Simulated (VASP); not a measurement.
# BiS4 (Im-3m) in VASP: notebook

The runs below take BiS4 through single point, with PBE.

All numbers are computed with VASP 6.6.1; they aren't measurements. Logs are shortened: lines on timing, memory, paths and dates and some standing lists are left out, and cuts for length are marked.

## Step 1: The cell of the first run

It takes space group Im-3m (No. 229, cubic). Conventional cell: a = 6.374 Å, b = 6.374 Å, c = 6.374 Å, α = 90.00°, β = 90.00°, γ = 90.00°. Within 3.6 Å of Bi (site symmetry m-3m) lie 8 S at 2.76 Å. Within 3.6 Å of S (site symmetry -3m) lie 2 Bi at 2.76 Å and 6 S at 3.19 Å.

## Step 2: Single point, PBE

File INCAR:

```
SYSTEM = BiS4
PREC     = Accurate       ! precision mode
ENCUT    = 520            ! plane-wave cutoff, eV
EDIFF    = 1E-6           ! SCF threshold, eV
ISMEAR   = 0              ! smearing method
SIGMA    = 0.1            ! smearing width, eV
LREAL    = .False.        ! projectors in reciprocal space
LASPH    = .True.         ! aspherical terms in the spheres
NELM     = 80             ! most SCF steps
ALGO     = Normal         ! electronic algorithm
ISIF     = 2              ! what is computed and relaxed
LWAVE    = .False.        ! write WAVECAR
LCHARG   = .True.         ! write CHGCAR
GGA      = PE             ! functional
LELF     = .True.         ! ELF
LVHAR    = .True.       
NBANDS   = 28             ! bands
```

File KPOINTS:

```
regular mesh
0
Gamma
  4 4 4
  0 0 0
```

File POSCAR:

```
BiS4
1.0
   -3.1868959755      3.1868959755      3.1868959755
    3.1868959755     -3.1868959755      3.1868959755
    3.1868959755      3.1868959755     -3.1868959755
Bi S
1 4
Direct
    0.0000000000      0.0000000000      0.0000000000
    0.5000000000      0.5000000000      0.5000000000
    0.0000000000      0.0000000000      0.5000000000
    0.0000000000      0.5000000000      0.0000000000
    0.5000000000      0.0000000000      0.0000000000
```

Potentials or basis: VASP PAW PBE potentials, release 64 (Bi_d, S).

Run with:

```
cat potpaw_PBE.64/Bi_d/POTCAR potpaw_PBE.64/S/POTCAR > POTCAR
mpirun -np 1 vasp_std > vasp.out
```

OUTCAR:

```text
SYSTEM = BiS4
   PREC = Accurate
   ENCUT = 520
   EDIFF = 1E-6
   ISMEAR = 0
   LREAL = .False.
   LASPH = .True.
   NELM = 80
   ISIF = 2
   GGA = PE

 ion  position               nearest neighbor table
   1  0.000  0.000  0.000-   2 2.76   3 2.76   4 2.76   5 2.76   3 2.76   4 2.76   5 2.76   2 2.76

   2  0.500  0.500  0.500-   1 2.76   1 2.76
   3  0.000  0.000  0.500-   1 2.76   1 2.76
   4  0.000  0.500  0.000-   1 2.76   1 2.76
   5  0.500  0.000  0.000-   1 2.76   1 2.76

  LATTYP: Found a body centered cubic cell.
 ALAT       =     6.3737919510

  Lattice vectors:

 A1 = (  -3.1868959755,   3.1868959755,   3.1868959755)
 A2 = (   3.1868959755,  -3.1868959755,   3.1868959755)
 A3 = (   3.1868959755,   3.1868959755,  -3.1868959755)

Analysis of symmetry for initial positions (statically):
=====================================================================
 Subroutine PRICEL returns:
 Original cell was already a primitive cell.

 Routine SETGRP: Setting up the symmetry group for a
 body centered cubic supercell.

 Subroutine GETGRP returns: Found 48 space group operations
 (whereof 48 operations were pure point group operations)
 out of a pool of 48 trial point group operations.

The static configuration has the point symmetry O_h .

Analysis of symmetry for dynamics (positions and initial velocities):
=====================================================================
 Subroutine PRICEL returns:
 Original cell was already a primitive cell.

 Routine SETGRP: Setting up the symmetry group for a
 body centered cubic supercell.

 Subroutine GETGRP returns: Found 48 space group operations
 (whereof 48 operations were pure point group operations)
 out of a pool of 48 trial point group operations.

The dynamic configuration has the point symmetry O_h .

 Subroutine INISYM returns: Found 48 space group operations
 (whereof 48 operations are pure point group operations),
 and found     1 'primitive' translations

----------------------------------------------------------------------------------------

                                     Primitive cell

  volume of cell :     129.4684

  direct lattice vectors                    reciprocal lattice vectors
    -3.186895976  3.186895976  3.186895976     0.000000000  0.156892476  0.156892476
     3.186895976 -3.186895976  3.186895976     0.156892476  0.000000000  0.156892476
     3.186895976  3.186895976 -3.186895976     0.156892476  0.156892476  0.000000000

  length of vectors
     5.519865748  5.519865748  5.519865748     0.221879467  0.221879467  0.221879467

  position of ions in fractional coordinates (direct lattice)
     0.000000000  0.000000000  0.000000000
     0.500000000  0.500000000  0.500000000
     0.000000000  0.000000000  0.500000000
     0.000000000  0.500000000  0.000000000
     0.500000000  0.000000000  0.000000000

  ion indices of the primitive-cell ions
   primitive index   ion index
                 1           1
                 2           2
                 3           3
                 4           4
                 5           5

----------------------------------------------------------------------------------------

 KPOINTS: regular mesh

Automatic generation of k-mesh.
 Grid dimensions read from file:
 generate k-points for:    4    4    4

 Generating k-lattice:

  Cartesian coordinates                     Fractional coordinates (reciprocal lattice)
     0.000000000  0.039223119  0.039223119     0.250000000  0.000000000  0.000000000
     0.039223119  0.000000000  0.039223119     0.000000000  0.250000000  0.000000000
     0.039223119  0.039223119  0.000000000     0.000000000  0.000000000  0.250000000

  Length of vectors
     0.055469867  0.055469867  0.055469867

  Shift w.r.t. Gamma in fractional coordinates (k-lattice)
     0.000000000  0.000000000  0.000000000

 Subroutine IBZKPT returns following result:
 ===========================================

 Found      8 irreducible k-points:

 Following reciprocal coordinates:
            Coordinates               Weight
  0.000000  0.000000  0.000000      1.000000
  0.250000  0.000000  0.000000     12.000000
  0.500000  0.000000  0.000000      6.000000
  0.250000  0.250000  0.000000     24.000000
  0.250000  0.250000  0.250000      2.000000
 -0.250000  0.250000  0.250000      6.000000
  0.500000  0.500000  0.250000     12.000000
  0.500000  0.500000  0.500000      1.000000
   k-points           NKPTS =      8   k-points in BZ     NKDIM =      8   number of bands    NBANDS=     28
   number of dos      NEDOS =    301   number of ions     NIONS =      5
   total plane-waves  NPLWV =  74088
   dimension x,y,z NGX =    42 NGY =   42 NGZ =   42
   dimension x,y,z NGXF=    84 NGYF=   84 NGZF=   84
   ions per type =               1   4
   NGX,Y,Z   is equivalent  to a cutoff of  12.65, 12.65, 12.65 a.u.
   NGXF,Y,Z  is equivalent  to a cutoff of  25.30, 25.30, 25.30 a.u.
 SYSTEM =  BiS4
   PREC   = accura    normal or accurate (medium, high low for compatibility)
   ISTART =      0    job   : 0-new  1-cont  2-samecut
   ICHARG =      2    charge: 1-file 2-atom 10-const
   ISPIN  =      1    spin polarized calculation?
   LNONCOLLINEAR =      F non collinear calculations
   LSORBIT =      F    spin-orbit coupling
   LASPH  =      T    aspherical Exc in radial PAW
   ENCUT  =  520.0 eV  38.22 Ry    6.18 a.u.  10.26 10.26 10.26*2*pi/ulx,y,z
   NELM   =     80;   NELMIN=  2; NELMDL= -5     # of ELM steps
   EDIFF  = 0.1E-05   stopping-criterion for ELM
   LREAL  =      F    real-space projection
   EDIFFG = 0.1E-04   stopping-criterion for IOM
   NSW    =      0    number of steps for IOM
   IBRION =     -1    ionic relax: 0-MD 1-quasi-New 2-CG
   NFREE  =      0    steps in history (QN), initial steepest desc. (CG)
   ISIF   =      2    stress and relaxation
   ISYM   =      2    0-nonsym 1-usesym 2-fastsym
   POTIM  = 0.5000    time-step for ionic-motion
   TEBEG  =    0.0;   TEEND  =   0.0 temperature during run
   PSTRESS=    0.0 pullay stress
   NELECT =      39.0000    total number of electrons
   NUPDOWN=      -1.0000    fix difference up-down
   EMIN   =  10.00;   EMAX   =-10.00  energy-range for DOS
   EFERMI =   0.00;   METHOD = LEGACY
   ISMEAR =     0;   SIGMA  =   0.10  broadening in eV -4-tet -1-fermi 0-gaus
   EFERMI_NEDOS =   21; number of points for ismear=-14 and -15
   IALGO  =     38    algorithm
   IMIX   =      4    mixing-type and parameters
     AMIX     =   0.40;   BMIX     =  1.00
     AMIX_MAG =   1.60;   BMIX_MAG =  1.00
  volume/ion in A,a.u.               =      25.89       174.74
  Fermi-wavevector in a.u.,A,eV,Ry     =   1.097426  2.073834 16.386085  1.204343
  Thomas-Fermi vector in A             =   2.233786
   LORBIT       =      0    0 simple, 1 ext, 2 COOP (PROOUT), +10 PAW based schemes
   GGA     = PE    functional components
   LHFCALC =     F    Hartree Fock is set to
   AEXX    =    0.0000 exact exchange contribution
   IVDW    =     0    specifies the selected vdW correction
   LEPSILON=     F    determine dielectric tensor
   LRPA    =     F    only Hartree local field effects (RPA)
 non-spin polarized calculation
 Gauss-broadening in eV      SIGMA  =   0.10
  energy-cutoff  :      520.00
  volume of cell :      129.47
 maximum number of plane-waves:      3511
 NGX is ok and might be reduce to    42
   NGX = 21   NGY = 21   NGZ = 21

 number of electron      39.0000004 magnetization

 Free energy of the ion-electron system (eV)
  ---------------------------------------------------
  ext. energy  EPLUGINS =         0.00000000
  ---------------------------------------------------
  free energy    TOTEN  =       -16.17225781 eV

  energy without entropy =      -16.11840608  energy(sigma->0) =      -16.14533195

 E-fermi :   3.2805     XC(G=0):  -9.0046

 val. band max:        3.2728057315   @ k =   0.0000   0.0000   0.0000
 cond. band min:       3.3003318957   @ k =   0.2500   0.2500   0.0000
 fundamental gap:      0.0275261642
 Fermi energy:         3.2805485930

 k-point     1 :       0.0000    0.0000    0.0000
  band No.  band energies     occupation
      1     -19.5533      2.00000
      2     -19.5533      2.00000
      3     -19.5533      2.00000
      4     -19.5087      2.00000
      5     -19.5087      2.00000
      6     -10.9401      2.00000
[... 20 lines left out ...]
     27      10.3982      0.00000
     28      10.3982      0.00000

 k-point     2 :       0.2500    0.0000    0.0000
  band No.  band energies     occupation
      1     -19.5534      2.00000
      2     -19.5511      2.00000
      3     -19.5486      2.00000
      4     -19.5089      2.00000
      5     -19.5088      2.00000
      6     -10.6364      2.00000
[... 20 lines left out ...]
     27      10.4166      0.00000
     28      10.4747      0.00000

 k-point     3 :       0.5000    0.0000    0.0000
  band No.  band energies     occupation
      1     -19.5536      2.00000
      2     -19.5489      2.00000
      3     -19.5440      2.00000
      4     -19.5091      2.00000
      5     -19.5090      2.00000
      6     -10.0877      2.00000
[... 20 lines left out ...]
     27      11.1958      0.00000
     28      11.4450      0.00000

 k-point     4 :       0.2500    0.2500    0.0000
  band No.  band energies     occupation
      1     -19.5522      2.00000
      2     -19.5488      2.00000
      3     -19.5454      2.00000
      4     -19.5091      2.00000
      5     -19.5091      2.00000
      6     -10.1370      2.00000
[... 20 lines left out ...]
     27      10.7981      0.00000
     28      11.5213      0.00000

 k-point     5 :       0.2500    0.2500    0.2500
  band No.  band energies     occupation
      1     -19.5488      2.00000
      2     -19.5488      2.00000
      3     -19.5488      2.00000
      4     -19.5090      2.00000
      5     -19.5090      2.00000
      6      -9.9420      2.00000
[... 20 lines left out ...]
     27      11.5332      0.00000
     28      11.5332      0.00000

 k-point     6 :      -0.2500    0.2500    0.2500
  band No.  band energies     occupation
      1     -19.5488      2.00000
      2     -19.5488      2.00000
      3     -19.5487      2.00000
      4     -19.5091      2.00000
      5     -19.5091      2.00000
      6     -10.3294      2.00000
[... 20 lines left out ...]
     27       9.9219      0.00000
     28      10.7664      0.00000

 k-point     7 :       0.5000    0.5000    0.2500
  band No.  band energies     occupation
      1     -19.5489      2.00000
      2     -19.5466      2.00000
      3     -19.5441      2.00000
      4     -19.5093      2.00000
      5     -19.5093      2.00000
      6      -9.7439      2.00000
[... 20 lines left out ...]
     27      11.5964      0.00000
     28      11.6272      0.00000

 k-point     8 :       0.5000    0.5000    0.5000
  band No.  band energies     occupation
      1     -19.5442      2.00000
      2     -19.5442      2.00000
      3     -19.5442      2.00000
      4     -19.5096      2.00000
      5     -19.5096      2.00000
      6      -8.9933      2.00000
[... 20 lines left out ...]
     27      11.8343      0.00000
     28      11.9455      0.00000

------------------------ aborting loop because EDIFF is reached ----------------------------------------

  FORCE on cell =-STRESS in cart. coord.  units (eV):
  Direction    XX          YY          ZZ          XY          YZ          ZX
  --------------------------------------------------------------------------------------
  -------------------------------------------------------------------------------------
  Total        0.1141850      0.1141850      0.1141850     -0.0000000      0.0000000     -0.0000000
  in kB        1.4130447      1.4130447      1.4130447     -0.0000000      0.0000000     -0.0000000
  external PRESSURE =       1.4130447 kB  Pullay stress =       0.0000000 kB

 VOLUME and BASIS-vectors are now :
 -----------------------------------------------------------------------------
  energy-cutoff  :      520.00
  volume of cell :      129.47
      direct lattice vectors                 reciprocal lattice vectors
    -3.186895976  3.186895976  3.186895976     0.000000000  0.156892476  0.156892476
     3.186895976 -3.186895976  3.186895976     0.156892476  0.000000000  0.156892476
     3.186895976  3.186895976 -3.186895976     0.156892476  0.156892476  0.000000000

 POSITION                                       TOTAL-FORCE (eV/Angst)
 -----------------------------------------------------------------------------------
      0.00000      0.00000      0.00000         0.000000      0.000000     -0.000000
      1.59345      1.59345      1.59345         0.000000     -0.000000     -0.000000
      1.59345      1.59345     -1.59345         0.000000     -0.000000      0.000000
      1.59345     -1.59345      1.59345         0.000000      0.000000      0.000000
     -1.59345      1.59345      1.59345        -0.000000     -0.000000     -0.000000
 -----------------------------------------------------------------------------------
    total drift:                               -0.000000     -0.000000      0.000000

  FREE ENERGIE OF THE ION-ELECTRON SYSTEM (eV)
  ---------------------------------------------------
  free  energy   TOTEN  =       -16.1722578140 eV

  energy  without entropy=      -16.1184060829  energy(sigma->0) =      -16.14533195
```

Wall time 38 s (1 thread of Intel Xeon Platinum 8488C (Sapphire Rapids), shared host); peak memory 0.25 GiB.

What came out:

```yaml
Free_energy: -16.1723 eV
Pressure: 0.1 GPa
```

Caveat: spin-orbit coupling is left out, which moves the levels of the heavy elements.

## Step 3: Single point, PBE

This run uses another cell than the first one, of 30.59 Å³/atom, 1.181 times its volume.

File INCAR:

```
  ALGO = Normal
  EDIFF = 1E-6
  ENCUT = 520
  GGA = PE
  ISIF = 2
  ISMEAR = 0
  LASPH = T
  LCHARG = F
  LREAL = F
  LWAVE = F
  NBANDS = 28
  NELM = 100
  PREC = Accurate
  SIGMA = 0.1
```

File KPOINTS:

```
k-points
0
Gamma
  4 4 4
```

POSCAR, as its differences from that of step 2:

```diff
@@ -2,5 +2,5 @@
 1.0
-   -3.1868959755      3.1868959755      3.1868959755
-    3.1868959755     -3.1868959755      3.1868959755
-    3.1868959755      3.1868959755     -3.1868959755
+   -3.3688739800      3.3688739800      3.3688739800
+    3.3688739800     -3.3688739800      3.3688739800
+    3.3688739800      3.3688739800     -3.3688739800
 Bi S
```

Potentials or basis: VASP PAW PBE potentials, release 64 (Bi_d, S).

Run with:

```
cat potpaw_PBE.64/Bi_d/POTCAR potpaw_PBE.64/S/POTCAR > POTCAR
mpirun -np 1 vasp_std > vasp.out
```

Wall time 60 s (1 thread of Intel Xeon Platinum 8488C (Sapphire Rapids), shared host); peak memory 0.31 GiB.

It converged, with:

```
Free energy : -15.7300 eV
Pressure    : -5.4 GPa
```

Levels at points of the mesh, in eV from the Fermi level:
| k point | band 16 | band 17 | band 18 | band 19 | band 20 | band 21 | band 22 | band 23 |
| --- | --- | --- | --- | --- | --- | --- | --- | --- |
| (0.00, 0.00, 0.00) | -2.11 | 0.05 | 0.05 | 0.05 | 0.25 | 1.13 | 1.13 | 5.35 |
| (0.50, 0.00, 0.00) | -1.24 | -1.15 | -0.65 | -0.58 | -0.51 | 0.52 | 0.59 | 1.54 |
| (0.50, 0.50, 0.50) | -0.27 | 0.35 | 0.35 | 0.35 | 0.78 | 0.78 | 0.78 | 1.09 |

Caveat: spin-orbit coupling is left out, which moves the levels of the heavy elements.
